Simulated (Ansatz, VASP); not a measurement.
**C5N in VASP and in Ansatz**

Contents of INCAR:

```
ALGO     = Normal         # electronic algorithm
DIPOL    = 0.5 0.5 0.319
EDIFF    = 1E-7           # SCF threshold, eV
ENCUT    = 520            # plane-wave cutoff, eV
GGA      = PE             # functional
IDIPOL   = 3            
ISIF     = 2              # what is computed and relaxed
ISMEAR   = 0              # smearing method
IVDW     = 12             # dispersion correction
LASPH    = T              # aspherical terms in the spheres
LCHARG   = T              # write CHGCAR
LDIPOL   = T            
LELF     = T              # ELF
LREAL    = F              # projectors in reciprocal space
LVACPOTAV= T            
LVHAR    = T            
LWAVE    = F              # write WAVECAR
NBANDS   = 37             # bands
NELM     = 60             # most SCF steps
PREC     = Accurate       # precision mode
SIGMA    = 0.05           # smearing width, eV
```

File KPOINTS:

```
k-points
0
Gamma
  8 7 1
```

File POSCAR:

```
C5N
1.0
    3.6473242087      0.0000000000      0.0000000000
   -1.6658829526      3.9310150920      0.0000000000
    0.0000000000      0.0000000000     23.1309581756
C N
10 2
Direct
    0.5001799340      0.3333933113      0.1729284178
    0.4998200660      0.6666066887      0.1729284178
    0.5001799340      0.8333933113      0.2262110668
    0.4998200660      0.1666066887      0.2262110668
    0.5000212336      0.3353169660      0.2794744906
    0.4999787664      0.6646830340      0.2794744906
    0.5001286265      0.8366480411      0.3329734377
    0.4998713735      0.1633519589      0.3329734377
    0.4997623706      0.3544335280      0.3817809063
    0.5002376294      0.6455664720      0.3817809063
    0.4997623706      0.8544335280      0.4985075883
    0.4997623706      0.8544335280      0.5460629032
```

Input for Ansatz:

```yaml
crystal:
  lattice:
    - [3.6473242087, 0.0, 0.0]
    - [-1.6658829526, 3.931015092, 0.0]
    - [0.0, 0.0, 23.1309581756]
  atoms:
    - { symbol: C, position: [0.500179934, 0.3333933113, 0.1729284178] }
    - { symbol: C, position: [0.499820066, 0.6666066887, 0.1729284178] }
    - { symbol: C, position: [0.500179934, 0.8333933113, 0.2262110668] }
    - { symbol: C, position: [0.499820066, 0.1666066887, 0.2262110668] }
    - { symbol: C, position: [0.5000212336, 0.335316966, 0.2794744906] }
    - { symbol: C, position: [0.4999787664, 0.664683034, 0.2794744906] }
    - { symbol: C, position: [0.5001286265, 0.8366480411, 0.3329734377] }
    - { symbol: C, position: [0.4998713735, 0.1633519589, 0.3329734377] }
    - { symbol: C, position: [0.4997623706, 0.354433528, 0.3817809063] }
    - { symbol: C, position: [0.5002376294, 0.645566472, 0.3817809063] }
    - { symbol: "N", position: [0.4997623706, 0.854433528, 0.4985075883] }
    - { symbol: "N", position: [0.4997623706, 0.854433528, 0.5460629032] }
basis:
  ecutwfc: 420
kpoints:
  mp_grid: { grid: [8, 7, 1] }
hamiltonian:
  xc: pbe
  pseudopotentials: { kind: paw, azcp: { folder: soft_1 } }
  dispersion: d3bj
scf:
  occupations: { method: gaussian, width: 0.05 }
output:
  forces: true
  eigenvalues: true
efield:
  axis: 3
  dipole_correction: true
  ramp_width: 0.04
```

Alike in both runs: task single point; functional PBE; dispersion D3(BJ); k mesh 8 × 7 × 1; occupations gaussian, width 0.05 eV; no spin polarisation.

|  | VASP | Ansatz |
| --- | --- | --- |
| version | VASP 6.6.1 | Ansatz 0.2.0 |
| potentials or method | VASP PAW PBE potentials, release 64 (C, N), cutoff 520 eV | scalar-relativistic, plane waves, PAW |
| valence electrons in the cell | 50 | 50 |

|  | VASP | Ansatz | Ansatz less VASP |
| --- | --- | --- | --- |
| gap on the k mesh at the Fermi level (eV) | none | none | - |
| rms of the force components (eV/Å) | 1.698 | 1.634 | -0.0642 |
| work function, face that differs most (eV) | 6.53 | 6.54 | +0.005 |

Atom by atom the forces differ by 0.424 eV/Å (rms over components). A gap of «none» marks a metal or a gap that the smearing closes.

Noted on VASP's run: the standard files for N, O and F lose accuracy on very short bonds.
